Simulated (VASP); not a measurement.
CoSi2: relaxation of cell and atoms with PBEsol

Crystal: CoSi2.

```xyz
3
Lattice="0.0000 2.6474 2.6474 2.6474 0.0000 2.6474 2.6474 2.6474 0.0000" Properties=species:S:1:pos:R:3 pbc="T T T"
Co    0.0000    0.0000    0.0000
Si    1.3237    1.3237    1.3237
Si    3.9711    3.9711    3.9711
```

- Program: VASP 6.6.1
- Task: relaxation of cell and atoms
- Functional: PBEsol
- Potentials or basis: VASP PAW PBE potentials, release 64 (Co, Si)
- Cutoff: 600 eV
- k mesh: 14 × 14 × 14
- Occupations: gaussian, width 0.1 eV
- Spin: no spin polarisation
- Target pressure: 1 GPa
- Dipole correction: no
- Further INCAR settings: ALGO = Normal; EDIFF = 1e-07; IBRION = 2; EDIFFG = -0.008; NSW = 70; ISIF = 3

```json
{
  "Relaxed volume": "12.44 Å³/atom",
  "Relaxed cell": "a = 3.751 Å, b = 3.751 Å, c = 3.751 Å, α = 60.00°, β = 60.00°, γ = 60.00°",
  "Space group after relaxing (to 0.05 Å)": "Fm-3m (No. 225)",
  "Energy change on relaxing (the enthalpy is what falls)": "-0.6 meV/atom",
  "Ionic steps": "3",
  "Pressure after relaxing": "1.0 GPa"
}
```

Step by step:
| step | energy change (eV) | largest force (eV/Å) | pressure (GPa) | volume (Å³) |
| --- | --- | --- | --- | --- |
| 1 | 0.0000 | 0.0000 | 2.03 | 37.11 |
| 2 | -0.0024 | 0.0000 | -0.20 | 37.54 |
| 3 | -0.0019 | 0.0000 | 1.00 | 37.31 |

Final structure:
```
CELL_PARAMETERS angstrom
0.00000 2.65209 2.65209
2.65209 0.00000 2.65209
2.65209 2.65209 0.00000
ATOMIC_POSITIONS crystal
Co 0.00000 0.00000 0.00000
Si 0.25000 0.25000 0.25000
Si 0.75000 0.75000 0.75000
```

Levels at points of the mesh, in eV from the Fermi level:
```tsv
k point	band 6	band 7	band 8	band 9	band 10	band 11	band 12
(0.00, 0.00, 0.00)	-2.02	1.07	3.42	3.42	3.42	3.53	3.53
(0.50, 0.00, 0.00)	-1.73	-1.73	-0.49	-0.49	2.73	3.50	3.50
(0.50, 0.50, 0.00)	-2.07	-2.07	-2.03	-1.41	1.69	2.88	8.60
```

It took 67 s on 1 thread of Intel(R) Xeon(R) 6975P-C (Granite Rapids), on a shared host, peak memory 0.21 GiB.

Caveat: the cell is relaxed towards a set pressure, so the enthalpy falls and the energy may rise; the PAW data sets were made with another functional, which shifts forces and pressure a little. Zero-point motion and thermal expansion aren't in these numbers.
